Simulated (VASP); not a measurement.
# Nb (Im-3m) in VASP: notebook, part 2 of 2

VASP 6.6.1.

## (4) Single point, PBEsol (volume scaled by 0.8)

The input, INCAR:

```
SYSTEM = Nb
  PREC = Accurate
  ENCUT = 520
  EDIFF = 1E-6
  ISMEAR = -1
  SIGMA = 0.05
  LREAL = .FALSE.
  LASPH = .TRUE.
  NELM = 100
  ALGO = Normal
  ISIF = 2
  LWAVE = .FALSE.
  LCHARG = .FALSE.
  GGA = PS
  NBANDS = 12
```

The input, KPOINTS:

```
regular mesh
0
G
  18 18 18
  0 0 0
```

The input, POSCAR:

```
Nb
1.0
   -1.5190166396      1.5190166396      1.5190166396
    1.5190166396     -1.5190166396      1.5190166396
    1.5190166396      1.5190166396     -1.5190166396
Nb
1
Direct
    0.0000000000      0.0000000000      0.0000000000
```

Potentials or basis: VASP PAW PBE potentials, release 64 (Nb_sv).

On the command line:

```bash
$ cat potpaw_PBE.64/Nb_sv/POTCAR > POTCAR
$ mpirun -np 1 vasp_std > vasp.out
```

OUTCAR:

```text
SYSTEM = Nb
   PREC = Accurate
   ENCUT = 520
   EDIFF = 1E-6
   ISMEAR = -1
   LREAL = .FALSE.
   LASPH = .TRUE.
   NELM = 100
   ISIF = 2
   GGA = PS

 ion  position               nearest neighbor table
   1  0.000  0.000  0.000-

  LATTYP: Found a body centered cubic cell.
 ALAT       =     3.0380332792

  Lattice vectors:

 A1 = (  -1.5190166396,   1.5190166396,   1.5190166396)
 A2 = (   1.5190166396,  -1.5190166396,   1.5190166396)
 A3 = (   1.5190166396,   1.5190166396,  -1.5190166396)

Analysis of symmetry for initial positions (statically):
=====================================================================
 Subroutine PRICEL returns:
 Original cell was already a primitive cell.

 Routine SETGRP: Setting up the symmetry group for a
 body centered cubic supercell.

 Subroutine GETGRP returns: Found 48 space group operations
 (whereof 48 operations were pure point group operations)
 out of a pool of 48 trial point group operations.

The static configuration has the point symmetry O_h .

Analysis of symmetry for dynamics (positions and initial velocities):
=====================================================================
 Subroutine PRICEL returns:
 Original cell was already a primitive cell.

 Routine SETGRP: Setting up the symmetry group for a
 body centered cubic supercell.

 Subroutine GETGRP returns: Found 48 space group operations
 (whereof 48 operations were pure point group operations)
 out of a pool of 48 trial point group operations.

The dynamic configuration has the point symmetry O_h .

 Subroutine INISYM returns: Found 48 space group operations
 (whereof 48 operations are pure point group operations),
 and found     1 'primitive' translations

----------------------------------------------------------------------------------------

                                     Primitive cell
[... 102 lines left out ...]
   EMIN   =  10.00;   EMAX   =-10.00  energy-range for DOS
[... 5 lines left out ...]
     AMIX     =   0.40;   BMIX     =  1.00
     AMIX_MAG =   1.60;   BMIX_MAG =  1.00
  volume/ion in A,a.u.               =      14.02        94.61
  Fermi-wavevector in a.u.,A,eV,Ry     =   1.596394  3.016747 34.674091  2.548474
  Thomas-Fermi vector in A             =   2.694163
   LORBIT       =      0    0 simple, 1 ext, 2 COOP (PROOUT), +10 PAW based schemes
   GGA     = PS    functional components
   LHFCALC =     F    Hartree Fock is set to
   AEXX    =    0.0000 exact exchange contribution
   IVDW    =     0    specifies the selected vdW correction
   LEPSILON=     F    determine dielectric tensor
   LRPA    =     F    only Hartree local field effects (RPA)
 non-spin polarized calculation
  energy-cutoff  :      520.00
  volume of cell :       14.02
 maximum number of plane-waves:       394
   NGX =  9   NGY =  9   NGZ =  9

 number of electron      12.9999999 magnetization

 Free energy of the ion-electron system (eV)
  ---------------------------------------------------
  ext. energy  EPLUGINS =         0.00000000
  ---------------------------------------------------
  free energy    TOTEN  =       -10.41142233 eV

  energy without entropy =      -10.40415355  energy(sigma->0) =      -10.40778794

 E-fermi :  15.0367     XC(G=0): -13.9837

 val. band max:       15.0133557841   @ k =  -0.1111   0.1111   0.0556
 cond. band min:      15.0537494254   @ k =  -0.1111   0.1111   0.1111
 fundamental gap:      0.0403936413
 Fermi energy:        15.0366643656

 k-point     1 :       0.0000    0.0000    0.0000
  band No.  band energies     occupation
      1     -39.2621      2.00000
      2     -13.7446      2.00000
      3     -13.7446      2.00000
      4     -13.7446      2.00000
      5       8.7403      2.00000
      6      15.1240      0.29702
      7      15.1240      0.29702
      8      15.1240      0.29701
      9      18.9466      0.00000
     10      18.9466      0.00000
     11      29.7193      0.00000
     12      29.7193      0.00000
[... 331 lines left out ...]
 k-point    24 :       0.3889    0.1111    0.0000
  band No.  band energies     occupation
      1     -38.6137      2.00000
      2     -16.4345      2.00000
      3     -14.7123      2.00000
      4     -13.9188      2.00000
      5      10.5669      2.00000
      6      12.5687      2.00000
      7      17.0166      0.00000
      8      18.9743      0.00000
      9      20.6247      0.00000
     10      24.0740      0.00000
     11      28.5055      0.00000
     12      31.0909      0.00000

 [... further k-points ...]
[... 5 lines left out ...]
  --------------------------------------------------------------------------------------
  -------------------------------------------------------------------------------------
  Total        5.2341208      5.2341208      5.2341208     -0.0000000     -0.0000000      0.0000000
  in kB      598.1453576    598.1453576    598.1453576     -0.0000000     -0.0000000      0.0000000
  external PRESSURE =     598.1453576 kB  Pullay stress =       0.0000000 kB

 VOLUME and BASIS-vectors are now :
 -----------------------------------------------------------------------------
  energy-cutoff  :      520.00
  volume of cell :       14.02
      direct lattice vectors                 reciprocal lattice vectors
    -1.519016640  1.519016640  1.519016640     0.000000000  0.329160318  0.329160318
     1.519016640 -1.519016640  1.519016640     0.329160318  0.000000000  0.329160318
     1.519016640  1.519016640 -1.519016640     0.329160318  0.329160318  0.000000000

 POSITION                                       TOTAL-FORCE (eV/Angst)
 -----------------------------------------------------------------------------------
      0.00000      0.00000      0.00000         0.000000      0.000000      0.000000
 -----------------------------------------------------------------------------------
    total drift:                                0.000000     -0.000000     -0.000000

  FREE ENERGIE OF THE ION-ELECTRON SYSTEM (eV)
  ---------------------------------------------------
  free  energy   TOTEN  =       -10.4114223297 eV

  energy  without entropy=      -10.4041535508  energy(sigma->0) =      -10.40778794
```

stdout:

```text
POSCAR found type information on POSCAR Nb
 POSCAR found :  1 types and       1 ions
 scaLAPACK will be used
 -----------------------------------------------------------------------------
|                                                                             |
|                                                                             |
|     You enforced a specific xc type in the INCAR file but a different       |
|     I HOPE YOU KNOW WHAT YOU ARE DOING!                                     |
|                                                                             |
 -----------------------------------------------------------------------------

 LDA part: xc-table for (Slater+PW92), standard interpolation
 POSCAR, INCAR and KPOINTS ok, starting setup
 FFT: planning ... GRIDC
 FFT: planning ... GRID_SOFT
 FFT: planning ... GRID
 WAVECAR not read
 entering main loop
```

Run time: 51 s. Hardware: 1 thread of Intel Xeon 6975P-C, shared host; peak memory 0.15 GiB.

Results:

- Free energy: -10.4114 eV
- Pressure: 59.8 GPa

Levels at points of the mesh, in eV from the Fermi level:
| k point | band 4 | band 5 | band 6 | band 7 | band 8 | band 9 |
| --- | --- | --- | --- | --- | --- | --- |
| (0.00, 0.00, 0.00) | -28.78 | -6.30 | 0.09 | 0.09 | 0.09 | 3.91 |
| (0.50, 0.00, 0.00) | -28.83 | -5.03 | -2.71 | 3.85 | 4.18 | 5.09 |
| (0.50, 0.50, 0.50) | -30.67 | -5.58 | -5.58 | 7.44 | 7.44 | 7.44 |

Caveat: the PAW data sets were made with another functional, which shifts forces and pressure a little.

## (5) Single point, PBEsol (volume scaled by 0.8)

The input, INCAR:

```
PREC     = Accurate       # precision mode
ENCUT    = 520            # plane-wave cutoff, eV
EDIFF    = 1E-6           # SCF threshold, eV
ISMEAR   = -1             # smearing method
SIGMA    = 0.05           # smearing width, eV
LREAL    = F              # projectors in reciprocal space
LASPH    = T              # aspherical terms in the spheres
NELM     = 100            # most SCF steps
ALGO     = Normal         # electronic algorithm
ISIF     = 2              # what is computed and relaxed
LWAVE    = F              # write WAVECAR
LCHARG   = F              # write CHGCAR
GGA      = PS             # functional
NBANDS   = 12             # bands
```

The input, KPOINTS:

```
Automatic mesh
0
Gamma
  18 18 18
```

POSCAR is that of step 4.

On the command line:

```bash
$ cat potpaw_PBE.64/Nb_sv/POTCAR > POTCAR
$ mpirun -np 1 vasp_std > vasp.out
```

Run time: 55 s. Hardware: 1 thread of Intel Xeon 6975P-C, shared host; peak memory 0.15 GiB.

The run converged. Its results:

```yaml
Free_energy: -10.4114 eV
Pressure: 59.8 GPa
```

Levels at points of the mesh, in eV from the Fermi level:
```csv
k point,band 2,band 3,band 4,band 5,band 6,band 7,band 8,band 9,band 10,band 11
"(0.00, 0.00, 0.00)",-28.78,-28.78,-28.78,-6.30,0.09,0.09,0.09,3.91,3.91,14.68
"(0.50, 0.00, 0.00)",-31.64,-29.65,-28.83,-5.03,-2.71,3.85,4.18,5.09,8.61,12.24
"(0.50, 0.50, 0.50)",-30.67,-30.67,-30.67,-5.58,-5.58,7.44,7.44,7.44,11.42,11.42
```

Caveat: the PAW data sets were made with another functional, which shifts forces and pressure a little.

## (6) Single point, PBEsol (volume scaled by 0.88)

The input, INCAR:

```
PREC = Accurate
ENCUT = 520
EDIFF = 1E-7
ISMEAR = -1
SIGMA = 0.05
LREAL = False
LASPH = True
NELM = 60
ALGO = Normal
ISIF = 2
LWAVE = False
LCHARG = False
GGA = PS
NBANDS = 12
```

KPOINTS is that of step 5.

The input, POSCAR:

```
Nb
1.0
   -1.5680506721      1.5680506721      1.5680506721
    1.5680506721     -1.5680506721      1.5680506721
    1.5680506721      1.5680506721     -1.5680506721
Nb
1
Direct
    0.0000000000      0.0000000000      0.0000000000
```

Potentials or basis: VASP PAW PBE potentials, release 64 (Nb_sv).

On the command line:

```bash
$ cat potpaw_PBE.64/Nb_sv/POTCAR > POTCAR
$ mpirun -np 1 vasp_std > vasp.out
```

It took 62 s on 1 thread of Intel Xeon 6975P-C, shared host; peak memory 0.15 GiB.

Results (log left out):

```
Free energy : -10.7890 eV
Pressure    : 28.4 GPa
```

Levels at points of the mesh, in eV from the Fermi level:
| k point | band 4 | band 5 | band 6 | band 7 | band 8 | band 9 |
| --- | --- | --- | --- | --- | --- | --- |
| (0.00, 0.00, 0.00) | -29.06 | -6.22 | 0.25 | 0.25 | 0.25 | 3.71 |
| (0.50, 0.00, 0.00) | -29.10 | -4.48 | -2.23 | 3.17 | 3.87 | 4.69 |
| (0.50, 0.50, 0.50) | -30.53 | -4.78 | -4.78 | 6.74 | 6.74 | 6.74 |

Caveat: the PAW data sets were made with another functional, which shifts forces and pressure a little.

## (7) Overview

```tsv
cell	gap on the mesh (eV)	pressure (GPa)
a = 2.540 Å, angles 109.5°, 1 atom	none	108.8
a = 2.631 Å, angles 109.5°, 1 atom	none	59.8
a = 2.716 Å, angles 109.5°, 1 atom	none	28.4
```

Alike in all rows: task single point; level PBEsol; potentials or basis VASP PAW PBE potentials, release 64 (Nb_sv); no spin polarisation; k mesh 18 × 18 × 18; cutoff (eV) 520; smearing fermi-dirac 0.05 eV.

Caveats: the PAW data sets were made with another functional, which shifts forces and pressure a little.

Total energies depend on the potentials used, so only differences within one code and one set of settings carry meaning.
